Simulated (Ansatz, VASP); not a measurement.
**Two plane-wave programs on WC**

The input INCAR:

```
  PREC = Accurate
  ENCUT = 520
  EDIFF = 1E-6
  ISMEAR = 0
  SIGMA = 0.15
  LREAL = F
  LASPH = T
  NELM = 100
  ALGO = Normal
  ISIF = 2
  LWAVE = F
  LCHARG = F
  GGA = PS
  NBANDS = 16
```

The input KPOINTS:

```
regular mesh
0
Gamma
  24 24 22
```

File POSCAR:

```
WC
1.0
    3.0143502137      0.0000000000      0.0000000000
   -1.5071751068      2.6105038610      0.0000000000
    0.0000000000      0.0000000000      2.6014029513
W C
1 1
Direct
    0.0000000000      0.0000000000      0.0000000000
    0.6666666667      0.3333333333      0.5000000000
```

Input for Ansatz:

```yaml
crystal:
  lattice:
    - [3.0143502137, 0.0, 0.0]
    - [-1.5071751068, 2.610503861, 0.0]
    - [0.0, 0.0, 2.6014029513]
  atoms:
    - { symbol: W, position: [0.0, 0.0, 0.0] }
    - { symbol: C, position: [0.6666666667, 0.3333333333, 0.5] }
basis:
  ecutwfc: 420
kpoints:
  mp_grid: { grid: [24, 24, 22] }
hamiltonian:
  xc: pbesol
scf:
  occupations: { method: gaussian, width: 0.15 }
output:
  forces: true
  stress: true
  eigenvalues: true
```

Change from the starting cell: strain +0.040 along x and y, -0.080 along z, atoms carried along.

Alike in both runs: task single point; functional PBEsol; k mesh 24 × 24 × 22; occupations gaussian, width 0.15 eV; no spin polarisation.

```csv
,VASP,Ansatz
version,VASP 6.6.1,Ansatz 0.2.0
potentials or method,"VASP PAW PBE potentials, release 64 (W_sv, C), cutoff 520 eV","scalar-relativistic, plane waves, PAW"
valence electrons in the cell,18,18
```

|  | VASP | Ansatz | Ansatz less VASP |
| --- | --- | --- | --- |
| gap on the k mesh at the Fermi level (eV) | none | none | - |
| pressure (GPa) | 13.9 | 12.4 | -1.50 |
| traceless stress, the component that is largest in VASP (GPa) | 64.07 | 63.48 | -0.583 |

VASP's potentials were made for PBE, not for PBEsol. A gap of «none» marks a metal or a gap that the smearing closes.

Neither program's run includes spin-orbit coupling.
